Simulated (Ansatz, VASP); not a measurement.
## Two plane-wave programs on TaN

File INCAR:

```
PREC = Accurate
ENCUT = 520
EDIFF = 1E-6
ISMEAR = 0
SIGMA = 0.15
LREAL = False
LASPH = True
NELM = 100
ALGO = Normal
ISIF = 2
LWAVE = False
LCHARG = True
GGA = PE
LELF = True
LVHAR = True
NBANDS = 15
```

Contents of KPOINTS:

```
Automatic mesh
0
Gamma
  18 18 18
```

The input POSCAR:

```
TaN
1.0
    0.0000000000      2.0700500000      2.2334750000
    2.0700500000      0.0000000000      2.2334750000
    2.0700500000      2.0700500000      0.0000000000
Ta N
1 1
Direct
    0.5000000000      0.5000000000      0.5000000000
    0.0000000000      0.0000000000      0.0000000000
```

Input for Ansatz:

```yaml
crystal:
  lattice:
    - [0.0, 2.07005, 2.233475]
    - [2.07005, 0.0, 2.233475]
    - [2.07005, 2.07005, 0.0]
  atoms:
    - { symbol: Ta, position: [0.5, 0.5, 0.5] }
    - { symbol: "N", position: [0.0, 0.0, 0.0] }
basis:
  ecutwfc: 420
kpoints:
  mp_grid: { grid: [18, 18, 18] }
hamiltonian:
  xc: pbe
scf:
  occupations: { method: gaussian, width: 0.15 }
output:
  forces: true
  stress: true
  eigenvalues: true
```

Change from the starting cell: strain -0.050 along x and y, +0.025 along z, atoms carried along.

Alike in both runs: task single point; functional PBE; k mesh 18 × 18 × 18; occupations gaussian, width 0.15 eV; no spin polarisation.

|  | VASP | Ansatz |
| --- | --- | --- |
| version | VASP 6.6.1 | Ansatz 0.2.0 |
| potentials or method | VASP PAW PBE potentials, release 64 (Ta_pv, N), cutoff 520 eV | scalar-relativistic, plane waves, PAW |
| valence electrons in the cell | 16 | 18 |

|  | VASP | Ansatz | Ansatz less VASP |
| --- | --- | --- | --- |
| gap on the k mesh at the Fermi level (eV) | none | none | - |
| pressure (GPa) | 58.5 | 56.9 | -1.56 |
| traceless stress, the component that is largest in VASP (GPa) | -40.78 | -40.43 | +0.352 |

A gap of «none» marks a metal or a gap that the smearing closes. Both programs put the cell under a high pressure, so it lies far from rest at this level. VASP's potentials hold 16 valence electrons a cell and Ansatz's 18, so a difference there can come from the potentials and not from the codes.

Spin-orbit coupling is off throughout.
